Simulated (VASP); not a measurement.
# GaN (I-4m2) in VASP: notebook

GaN is run at these levels: PBE; tasks: single point.

Everything below comes from runs of VASP 6.6.1. Logs are shortened: lines on timing, memory, paths and dates and some standing lists are left out, and cuts for length are marked.

**1. The cell of the first run**

It takes space group I-4m2 (No. 119, tetragonal). The conventional cell has a = 3.187 Å, b = 3.187 Å, c = 4.582 Å, α = 90.00°, β = 90.00°, γ = 90.00°. Within 2.6 Å of Ga (site symmetry -4m2) lie 4 N at 1.96 Å. Within 2.6 Å of N (site symmetry -4m2) lie 4 Ga at 1.96 Å.

**2. Single point, PBE**

INCAR reads:

```
PREC = Accurate ; ENCUT = 520
EDIFF = 1E-7 ; ISMEAR = -1
SIGMA = 0.05 ; LREAL = False
LASPH = True ; NELM = 100
ALGO = Normal ; ISIF = 2
LWAVE = False ; LCHARG = False
GGA = PE ; NBANDS = 16
```

KPOINTS reads:

```
Automatic mesh
0
Gamma
  8 8 8
```

POSCAR reads:

```
GaN
1.0
    0.0000000000      2.2535006100      2.2910589535
    2.2535006100      0.0000000000      2.2910589535
    2.2535006100      2.2535006100      0.0000000000
Ga N
1 1
Direct
    0.0000000000      0.0000000000      0.0000000000
    0.7500000000      0.7500000000      0.7500000000
```

Potentials or basis: VASP PAW PBE potentials, release 64 (Ga_d, N).

Launch:

```sh
cat potpaw_PBE.64/Ga_d/POTCAR potpaw_PBE.64/N/POTCAR > POTCAR
mpirun -np 1 vasp_std > vasp.out
```

OUTCAR:

```text
PREC = Accurate
   ENCUT = 520
   EDIFF = 1E-7
   ISMEAR = -1
   LREAL = False
   LASPH = True
   NELM = 100
   ISIF = 2
   GGA = PE

 ion  position               nearest neighbor table
   1  0.000  0.000  0.000-   2 1.96   2 1.96   2 1.96   2 1.96
   2  0.750  0.750  0.750-   1 1.96   1 1.96   1 1.96   1 1.96

  LATTYP: Found a body centered tetragonal cell.
 ALAT       =     3.1869311255
 C/A-ratio  =     1.4377837884

  Lattice vectors:

 A1 = (  -2.2535006100,   0.0000000000,   2.2910589535)
 A2 = (   2.2535006100,   0.0000000000,   2.2910589535)
 A3 = (   0.0000000000,   2.2535006100,  -2.2910589535)

Analysis of symmetry for initial positions (statically):
=====================================================================
 Subroutine PRICEL returns:
 Original cell was already a primitive cell.

 Routine SETGRP: Setting up the symmetry group for a
 body centered tetragonal supercell.

 Subroutine GETGRP returns: Found  8 space group operations
 (whereof  8 operations were pure point group operations)
 out of a pool of 16 trial point group operations.

The static configuration has the point symmetry D_2d.

Analysis of symmetry for dynamics (positions and initial velocities):
=====================================================================
 Subroutine PRICEL returns:
 Original cell was already a primitive cell.

 Routine SETGRP: Setting up the symmetry group for a
 body centered tetragonal supercell.

 Subroutine GETGRP returns: Found  8 space group operations
 (whereof  8 operations were pure point group operations)
 out of a pool of 16 trial point group operations.

The dynamic configuration has the point symmetry D_2d.

 Subroutine INISYM returns: Found  8 space group operations
 (whereof  8 operations are pure point group operations),
 and found     1 'primitive' translations

----------------------------------------------------------------------------------------

                                     Primitive cell

  volume of cell :      23.2692

  direct lattice vectors                    reciprocal lattice vectors
     0.000000000  2.253500610  2.291058953    -0.221877020  0.221877020  0.218239692
     2.253500610  0.000000000  2.291058953     0.221877020 -0.221877020  0.218239692
     2.253500610  2.253500610  0.000000000     0.221877020  0.221877020 -0.218239692

  length of vectors
     3.213598626  3.213598626  3.186931125     0.382213798  0.382213798  0.382213798

  position of ions in fractional coordinates (direct lattice)
     0.000000000  0.000000000  0.000000000
     0.750000000  0.750000000  0.750000000

  ion indices of the primitive-cell ions
   primitive index   ion index
                 1           1
                 2           2

----------------------------------------------------------------------------------------

 KPOINTS: Automatic mesh

Automatic generation of k-mesh.
 Grid dimensions read from file:
 generate k-points for:    8    8    8

 Generating k-lattice:

  Cartesian coordinates                     Fractional coordinates (reciprocal lattice)
    -0.027734628  0.027734628  0.027279961     0.125000000  0.000000000  0.000000000
     0.027734628 -0.027734628  0.027279961     0.000000000  0.125000000  0.000000000
     0.027734628  0.027734628 -0.027279961     0.000000000  0.000000000  0.125000000

  Length of vectors
     0.047776725  0.047776725  0.047776725

  Shift w.r.t. Gamma in fractional coordinates (k-lattice)
     0.000000000  0.000000000  0.000000000

 Subroutine IBZKPT returns following result:
 ===========================================

 Found     59 irreducible k-points:

 Following reciprocal coordinates:
            Coordinates               Weight
  0.000000  0.000000  0.000000      1.000000
  0.125000  0.000000  0.000000      8.000000
  0.250000  0.000000  0.000000      8.000000
  0.375000 -0.000000  0.000000      8.000000
  0.500000  0.000000  0.000000      4.000000
  0.125000  0.125000  0.000000      2.000000
[... 16 lines left out ...]
  0.250000  0.000000  0.125000     16.000000
  0.375000 -0.000000  0.125000     16.000000
 [... further k-points ...]
   k-points           NKPTS =     59   k-points in BZ     NKDIM =     59   number of bands    NBANDS=     16
   number of dos      NEDOS =    301   number of ions     NIONS =      2
   total plane-waves  NPLWV =  13824
   dimension x,y,z NGX =    24 NGY =   24 NGZ =   24
   dimension x,y,z NGXF=    48 NGYF=   48 NGZF=   48
   ions per type =               1   1
   NGX,Y,Z   is equivalent  to a cutoff of  12.42, 12.42, 12.52 a.u.
   NGXF,Y,Z  is equivalent  to a cutoff of  24.83, 24.83, 25.04 a.u.
 SYSTEM =  unknown system
   PREC   = accura    normal or accurate (medium, high low for compatibility)
   ISTART =      0    job   : 0-new  1-cont  2-samecut
   ICHARG =      2    charge: 1-file 2-atom 10-const
   ISPIN  =      1    spin polarized calculation?
   LNONCOLLINEAR =      F non collinear calculations
   LSORBIT =      F    spin-orbit coupling
   LASPH  =      T    aspherical Exc in radial PAW
   ENCUT  =  520.0 eV  38.22 Ry    6.18 a.u.   5.98  5.98  5.93*2*pi/ulx,y,z
   NELM   =    100;   NELMIN=  2; NELMDL= -5     # of ELM steps
   EDIFF  = 0.1E-06   stopping-criterion for ELM
   LREAL  =      F    real-space projection
   EDIFFG = 0.1E-05   stopping-criterion for IOM
   NSW    =      0    number of steps for IOM
   IBRION =     -1    ionic relax: 0-MD 1-quasi-New 2-CG
   NFREE  =      0    steps in history (QN), initial steepest desc. (CG)
   ISIF   =      2    stress and relaxation
   ISYM   =      2    0-nonsym 1-usesym 2-fastsym
   POTIM  = 0.5000    time-step for ionic-motion
   TEBEG  =    0.0;   TEEND  =   0.0 temperature during run
   PSTRESS=    0.0 pullay stress
   NELECT =      18.0000    total number of electrons
   NUPDOWN=      -1.0000    fix difference up-down
   EMIN   =  10.00;   EMAX   =-10.00  energy-range for DOS
   EFERMI =   0.00;   METHOD = LEGACY
   ISMEAR =    -1;   SIGMA  =   0.05  broadening in eV -4-tet -1-fermi 0-gaus
   EFERMI_NEDOS =   21; number of points for ismear=-14 and -15
   IALGO  =     38    algorithm
   IMIX   =      4    mixing-type and parameters
     AMIX     =   0.40;   BMIX     =  1.00
     AMIX_MAG =   1.60;   BMIX_MAG =  1.00
  volume/ion in A,a.u.               =      11.63        78.51
  Fermi-wavevector in a.u.,A,eV,Ry     =   1.502814  2.839906 30.728062  2.258449
  Thomas-Fermi vector in A             =   2.614005
   LORBIT       =      0    0 simple, 1 ext, 2 COOP (PROOUT), +10 PAW based schemes
   GGA     = PE    functional components
   LHFCALC =     F    Hartree Fock is set to
   AEXX    =    0.0000 exact exchange contribution
   IVDW    =     0    specifies the selected vdW correction
   LEPSILON=     F    determine dielectric tensor
   LRPA    =     F    only Hartree local field effects (RPA)
 non-spin polarized calculation
  energy-cutoff  :      520.00
  volume of cell :       23.27
 maximum number of plane-waves:       637
   NGX = 11   NGY = 11   NGZ = 11

 number of electron      17.9999993 magnetization

 Free energy of the ion-electron system (eV)
  ---------------------------------------------------
  ext. energy  EPLUGINS =         0.00000000
  ---------------------------------------------------
  free energy    TOTEN  =       -12.14965466 eV

  energy without entropy =      -12.14965466  energy(sigma->0) =      -12.14965466

 E-fermi :   5.9485     XC(G=0): -11.5789

 val. band max:        5.1297541112   @ k =   0.0000   0.0000   0.0000
 cond. band min:       6.7202128725   @ k =   0.0000   0.0000   0.0000
 fundamental gap:      1.5904587612
 Fermi energy:         5.9484834340

 k-point     1 :       0.0000    0.0000    0.0000
  band No.  band energies     occupation
      1     -10.6896      2.00000
      2      -8.3383      2.00000
      3      -8.3207      2.00000
      4      -8.3207      2.00000
      5      -8.0236      2.00000
      6      -8.0236      2.00000
[... 8 lines left out ...]
     15      23.4810      0.00000
     16      24.0165      0.00000

 k-point     2 :       0.1250    0.0000    0.0000
  band No.  band energies     occupation
      1     -10.5276      2.00000
      2      -8.3138      2.00000
      3      -8.3012      2.00000
      4      -8.2594      2.00000
      5      -8.0257      2.00000
      6      -8.0244      2.00000
[... 8 lines left out ...]
     15      22.4055      0.00000
     16      22.4183      0.00000

 k-point     3 :       0.2500    0.0000    0.0000
  band No.  band energies     occupation
      1     -10.1712      2.00000
      2      -8.2746      2.00000
      3      -8.2627      2.00000
      4      -8.0213      2.00000
      5      -8.0175      2.00000
      6      -7.9535      2.00000
[... 8 lines left out ...]
     15      21.8367      0.00000
     16      21.9304      0.00000

 k-point     4 :       0.3750   -0.0000    0.0000
  band No.  band energies     occupation
      1      -9.9098      2.00000
      2      -8.2532      2.00000
      3      -8.2410      2.00000
      4      -7.9988      2.00000
      5      -7.9900      2.00000
      6      -7.2748      2.00000
[... 8 lines left out ...]
     15      23.2184      0.00000
     16      23.2468      0.00000

 k-point     5 :       0.5000    0.0000    0.0000
  band No.  band energies     occupation
      1      -9.8362      2.00000
      2      -8.2495      2.00000
      3      -8.2373      2.00000
      4      -7.9837      2.00000
      5      -7.9734      2.00000
      6      -6.7767      2.00000
[... 8 lines left out ...]
     15      24.5500      0.00000
     16      24.5978      0.00000

 k-point     6 :       0.1250    0.1250    0.0000
  band No.  band energies     occupation
      1     -10.4786      2.00000
      2      -8.2830      2.00000
      3      -8.2830      2.00000
      4      -8.2747      2.00000
      5      -8.0380      2.00000
      6      -8.0136      2.00000
[... 8 lines left out ...]
     15      24.4417      0.00000
     16      25.0325      0.00000

 k-point     7 :       0.2500    0.1250    0.0000
  band No.  band energies     occupation
      1     -10.1931      2.00000
      2      -8.2638      2.00000
      3      -8.2404      2.00000
      4      -8.1085      2.00000
      5      -8.0034      2.00000
      6      -7.9793      2.00000
[... 8 lines left out ...]
     15      23.8468      0.00000
     16      24.1564      0.00000

 k-point     8 :       0.3750    0.1250    0.0000
  band No.  band energies     occupation
      1      -9.9176      2.00000
      2      -8.2467      2.00000
      3      -8.2117      2.00000
      4      -8.0530      2.00000
      5      -7.9870      2.00000
      6      -7.4213      2.00000
[... 8 lines left out ...]
     15      23.1373      0.00000
     16      24.5993      0.00000

 k-point     9 :       0.5000    0.1250    0.0000
  band No.  band energies     occupation
      1      -9.8058      2.00000
      2      -8.2446      2.00000
      3      -8.2070      2.00000
      4      -8.0118      2.00000
      5      -7.9821      2.00000
      6      -6.7406      2.00000
[... 8 lines left out ...]
     15      23.5781      0.00000
     16      24.9393      0.00000
[... 172 lines left out ...]
 k-point    19 :       0.5000    0.3750    0.0000
  band No.  band energies     occupation
      1      -9.6954      2.00000
      2      -8.2165      2.00000
      3      -8.0721      2.00000
      4      -8.0614      2.00000
      5      -7.9653      2.00000
      6      -6.4909      2.00000
[... 8 lines left out ...]
     15      27.1950      0.00000
     16      28.2447      0.00000

 k-point    20 :      -0.3750    0.3750    0.0000
  band No.  band energies     occupation
      1      -9.6898      2.00000
      2      -8.2120      2.00000
      3      -8.0808      2.00000
      4      -8.0795      2.00000
      5      -7.9908      2.00000
      6      -6.2235      2.00000
[... 8 lines left out ...]
     15      25.5883      0.00000
     16      27.8273      0.00000

 k-point    21 :       0.5000    0.5000    0.0000
  band No.  band energies     occupation
      1      -9.6809      2.00000
      2      -8.2358      2.00000
      3      -8.0362      2.00000
      4      -8.0362      2.00000
      5      -7.9551      2.00000
      6      -6.4074      2.00000
[... 8 lines left out ...]
     15      26.6458      0.00000
     16      29.7136      0.00000

 k-point    22 :       0.1250    0.0000    0.1250
  band No.  band energies     occupation
      1     -10.4729      2.00000
      2      -8.2989      2.00000
      3      -8.2839      2.00000
      4      -8.2589      2.00000
      5      -8.0350      2.00000
      6      -8.0123      2.00000
[... 8 lines left out ...]
     15      24.5414      0.00000
     16      24.6119      0.00000

 k-point    23 :       0.2500    0.0000    0.1250
  band No.  band energies     occupation
      1     -10.1853      2.00000
      2      -8.2642      2.00000
      3      -8.2469      2.00000
      4      -8.1159      2.00000
      5      -8.0014      2.00000
      6      -7.9582      2.00000
[... 8 lines left out ...]
     15      23.6373      0.00000
     16      24.1292      0.00000

 k-point    24 :       0.3750   -0.0000    0.1250
  band No.  band energies     occupation
      1      -9.9126      2.00000
      2      -8.2421      2.00000
      3      -8.2191      2.00000
      4      -8.0621      2.00000
      5      -7.9810      2.00000
      6      -7.3994      2.00000
[... 8 lines left out ...]
     15      23.1736      0.00000
     16      24.5935      0.00000

 [... further k-points ...]
[... 5 lines left out ...]
  --------------------------------------------------------------------------------------
  -------------------------------------------------------------------------------------
  Total        0.3871334      0.3871334      0.0834597      0.0000000      0.0000000      0.0000000
  in kB       26.6556725     26.6556725      5.7465323      0.0000000      0.0000000      0.0000000
  external PRESSURE =      19.6859591 kB  Pullay stress =       0.0000000 kB

 VOLUME and BASIS-vectors are now :
 -----------------------------------------------------------------------------
  energy-cutoff  :      520.00
  volume of cell :       23.27
      direct lattice vectors                 reciprocal lattice vectors
     0.000000000  2.253500610  2.291058953    -0.221877020  0.221877020  0.218239692
     2.253500610  0.000000000  2.291058953     0.221877020 -0.221877020  0.218239692
     2.253500610  2.253500610  0.000000000     0.221877020  0.221877020 -0.218239692

 POSITION                                       TOTAL-FORCE (eV/Angst)
 -----------------------------------------------------------------------------------
      0.00000      0.00000      0.00000        -0.000000     -0.000000     -0.000000
      3.38025      3.38025      3.43659         0.000000      0.000000      0.000000
 -----------------------------------------------------------------------------------
    total drift:                               -0.000001     -0.000001     -0.000002

  FREE ENERGIE OF THE ION-ELECTRON SYSTEM (eV)
  ---------------------------------------------------
  free  energy   TOTEN  =       -12.1496546614 eV

  energy  without entropy=      -12.1496546600  energy(sigma->0) =      -12.14965466
```

Wall time 12 s (1 thread of Intel Xeon Platinum 8488C (Sapphire Rapids), shared host); peak memory 0.14 GiB.

What came out:

- Free energy: -12.1497 eV
- Pressure: 2.0 GPa
- Band gap on the k mesh: 1.59 eV, direct

Levels at points of the mesh, in eV from the valence-band top:
| k point | band 7 | band 8 | band 9 | band 10 | band 11 | band 12 |
| --- | --- | --- | --- | --- | --- | --- |
| (0.00, 0.00, 0.00) | -0.08 | 0.00 | 0.00 | 1.59 | 10.16 | 10.16 |
| (0.50, 0.00, 0.00) | -6.95 | -1.04 | -0.91 | 4.49 | 8.62 | 10.14 |
| (0.50, 0.50, 0.00) | -6.20 | -2.59 | -2.59 | 3.39 | 6.71 | 11.42 |
| (0.50, 0.00, 0.50) | -6.02 | -2.71 | -2.71 | 3.29 | 6.45 | 11.64 |

**3. Single point, PBE**

This run uses another cell than the first one, of 11.83 Å³/atom, 1.016 times its volume.

Changes to INCAR since step 2:

```diff
@@ -1,3 +1,3 @@
 PREC = Accurate ; ENCUT = 520
-EDIFF = 1E-7 ; ISMEAR = -1
+EDIFF = 1E-6 ; ISMEAR = -1
 SIGMA = 0.05 ; LREAL = False
```

KPOINTS reads:

```
regular mesh
0
Gamma
  8 8 8
```

POSCAR reads:

```
GaN
1.0
    0.0000000000      2.2535006100      2.3286172970
    2.2535006100      0.0000000000      2.3286172970
    2.2535006100      2.2535006100      0.0000000000
Ga N
1 1
Direct
    0.0000000000      0.0000000000      0.0000000000
    0.7500000000      0.7500000000      0.7500000000
```

Potentials or basis: VASP PAW PBE potentials, release 64 (Ga_d, N).

Launch:

```sh
cat potpaw_PBE.64/Ga_d/POTCAR potpaw_PBE.64/N/POTCAR > POTCAR
mpirun -np 1 vasp_std > vasp.out
```

It took 12 s on 1 thread of Intel Xeon Platinum 8488C (Sapphire Rapids), shared host; peak memory 0.15 GiB.

The run converged. Its results:

| Quantity | Value |
| --- | --- |
| Free energy | -12.1461 eV |
| Pressure | -0.9 GPa |
| Band gap on the k mesh | 1.46 eV, direct |

Stress tensor (GPa, compression positive):
```
 0.58  0.00  0.00
 0.00  0.58  0.00
 0.00  0.00 -3.75
```

Levels at points of the mesh, in eV from the valence-band top:
| k point | band 7 | band 8 | band 9 | band 10 | band 11 | band 12 |
| --- | --- | --- | --- | --- | --- | --- |
| (0.00, 0.00, 0.00) | -0.16 | 0.00 | 0.00 | 1.46 | 10.02 | 10.02 |
| (0.50, 0.00, 0.00) | -6.88 | -1.10 | -0.86 | 4.33 | 8.51 | 9.95 |
| (0.50, 0.50, 0.00) | -6.27 | -2.48 | -2.48 | 3.43 | 6.74 | 11.15 |
| (0.50, 0.00, 0.50) | -5.92 | -2.72 | -2.71 | 3.23 | 6.25 | 11.56 |

A hybrid or GW would open this gap; PBE tends to underestimate it.

**4. Single point, PBE**

This run uses another cell than the first one, of 12.02 Å³/atom, 1.033 times its volume.

INCAR reads:

```
PREC     = Accurate       # precision mode
ENCUT    = 520            # plane-wave cutoff, eV
EDIFF    = 1E-6           # SCF threshold, eV
ISMEAR   = -1             # smearing method
SIGMA    = 0.05           # smearing width, eV
LREAL    = F              # projectors in reciprocal space
LASPH    = T              # aspherical terms in the spheres
NELM     = 60             # most SCF steps
ALGO     = Normal         # electronic algorithm
ISIF     = 2              # what is computed and relaxed
LWAVE    = F              # write WAVECAR
LCHARG   = F              # write CHGCAR
GGA      = PE             # functional
NBANDS   = 16             # bands
```

KPOINTS reads:

```
Automatic mesh
0
Gamma
  8 8 8
```

POSCAR reads:

```
GaN
1.0
    0.0000000000      2.2535006100      2.3661756405
    2.2535006100      0.0000000000      2.3661756405
    2.2535006100      2.2535006100      0.0000000000
Ga N
1 1
Direct
    0.0000000000      0.0000000000      0.0000000000
    0.7500000000      0.7500000000      0.7500000000
```

Launch:

```sh
cat potpaw_PBE.64/Ga_d/POTCAR potpaw_PBE.64/N/POTCAR > POTCAR
mpirun -np 1 vasp_std > vasp.out
```

Run time: 13 s. Hardware: 1 thread of Intel Xeon Platinum 8488C (Sapphire Rapids), shared host; peak memory 0.14 GiB.

It converged, with:

```
Free energy            : -12.1322 eV
Pressure               : -3.5 GPa
Band gap on the k mesh : 1.32 eV, direct
```

Stress tensor (GPa, compression positive):
```
-1.27  0.00  0.00
 0.00 -1.27  0.00
 0.00  0.00 -7.97
```

Levels at points of the mesh, in eV from the valence-band top:
| k point | band 7 | band 8 | band 9 | band 10 | band 11 | band 12 |
| --- | --- | --- | --- | --- | --- | --- |
| (0.00, 0.00, 0.00) | -0.24 | 0.00 | 0.00 | 1.32 | 9.88 | 9.88 |
| (0.50, 0.00, 0.00) | -6.80 | -1.17 | -0.80 | 4.17 | 8.40 | 9.77 |
| (0.50, 0.50, 0.00) | -6.34 | -2.37 | -2.37 | 3.47 | 6.75 | 10.90 |
| (0.50, 0.00, 0.50) | -5.83 | -2.72 | -2.72 | 3.17 | 6.05 | 11.48 |

**5. The runs side by side**

| cell | gap on the mesh (eV) | pressure (GPa) |
| --- | --- | --- |
| a = 3.214, b = 3.214, c = 3.187 Å, angles 60.3, 60.3, 59.5°, 2 atoms | 1.59 | 2.0 |
| a = 3.240, b = 3.240, c = 3.187 Å, angles 60.5, 60.5, 58.9°, 2 atoms | 1.46 | -0.9 |
| a = 3.268, b = 3.268, c = 3.187 Å, angles 60.8, 60.8, 58.4°, 2 atoms | 1.32 | -3.5 |

Alike in all rows: task single point; level PBE; potentials or basis VASP PAW PBE potentials, release 64 (Ga_d, N); no spin polarisation; k mesh 8 × 8 × 8; cutoff (eV) 520; smearing fermi-dirac 0.05 eV.

Total energies depend on the potentials used, so only differences within one code and one set of settings carry meaning.
